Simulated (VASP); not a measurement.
Zn2SbO3, 6 atoms in the cell. Symmetry: Pmmm, No. 47, orthorhombic system. Conventional cell: a = 3.621 Å, b = 4.998 Å, c = 6.043 Å, α = 90.00°, β = 90.00°, γ = 90.00°. Within 2.5 Å of Zn (site symmetry mm2) lie 1 O at 1.89 Å and 1 Zn at 2.27 Å. Sb (site symmetry mmm) has 6 O at 2.50 to 3.09 Å and 4 Zn at 3.13 Å within 3.3 Å. Within 1.8 Å of O (site symmetry 2mm) lie 1 O at 1.34 Å. Within 2.5 Å of O (site symmetry mmm) lie 2 Zn at 1.89 Å and 2 Sb at 2.50 Å. 

* Program: VASP 6.6.1
* Task: single point
* Functional: PBE
* Potentials or basis: VASP PAW PBE potentials, release 64 (Zn, Sb, O)
* Cutoff: 520 eV
* k mesh: 6 × 4 × 4
* Occupations: gaussian, width 0.1 eV
* Spin: no spin polarisation
* Dipole correction: no
* Further INCAR settings: ALGO = Normal; EDIFF = 1e-07; NBANDS = 32

Potentials or basis: VASP PAW PBE potentials, release 64 (Zn, Sb, O).

Run with:

```console
$ cat potpaw_PBE.64/Zn/POTCAR potpaw_PBE.64/Sb/POTCAR potpaw_PBE.64/O/POTCAR > POTCAR
$ mpirun -np 1 vasp_std > vasp.out
```

Hardware: 1 thread of AMD EPYC 9R45 (Zen 5), on a shared host.

Task: Estimate the wall time of this run.

Result: It took 2.2 min on 1 thread of AMD EPYC 9R45 (Zen 5) (shared host), peak memory 0.25 GiB. Counts: scf iterations 19, k points 36.
